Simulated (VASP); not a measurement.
A run of VASP 6.6.1 is set up as follows.

Contents of INCAR:

```
PREC = Accurate
ENCUT = 520
EDIFF = 1E-6
ISMEAR = 0
SIGMA = 0.1
LREAL = F
LASPH = T
NELM = 100
ALGO = Normal
ISIF = 2
LWAVE = F
LCHARG = T
GGA = PS
LELF = T
LVHAR = T
NBANDS = 12
```

The input KPOINTS:

```
regular mesh
0
Gamma
  18 18 18
```

POSCAR

```
Ag
1.0
    0.0000000000      1.9481805425      1.9481805425
    1.9481805425      0.0000000000      1.9481805425
    1.9481805425      1.9481805425      0.0000000000
Ag
1
Direct
    0.0000000000      0.0000000000      0.0000000000
```

Potentials or basis: VASP PAW PBE potentials, release 64 (Ag).

Run with:

```console
$ cat potpaw_PBE.64/Ag/POTCAR > POTCAR
$ mpirun -np 1 vasp_std > vasp.out
```

Estimate the pressure.

19.5 GPa.

Caveat: the PAW data sets were made with another functional, which shifts forces and pressure a little.
